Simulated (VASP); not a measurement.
Crystal: MnO.

```
CELL_PARAMETERS angstrom
0.00000 2.22391 2.22391
2.22391 0.00000 2.22391
2.22391 2.22391 0.00000
ATOMIC_POSITIONS crystal
Mn 0.00000 0.00000 0.00000
O 0.50000 0.50000 0.50000
```

Base run:

- Program: VASP 6.6.1
- Functional: PBE
- Potentials or basis: VASP PAW PBE potentials, release 64 (Mn_pv, O)
- Cutoff: 520 eV
- k mesh: 9 × 9 × 9
- Occupations: fermi-dirac, width 0.05 eV
- Spin: collinear spin, ferromagnetic start
- Starting moments: [1.0, 0.0] μB
- Fixed moment: 1 μB

Its results: pressure -24.9 GPa; site moments Mn +0.95; O +0.05 μB.

Question: The run is repeated on the same cell with these changes: fixed moment from 1 μB to 3 μB; moments at the start from [1.0, 0.0] to [3.0, 0.0]. What comes out?

Answer: Pressure -23.3 GPa; site moments Mn +2.94; O -0.02 μB.

Caveats: the total moment is fixed, so each spin has its own Fermi level; a cell with one magnetic atom can't hold antiferromagnetic order, which such compounds often take.
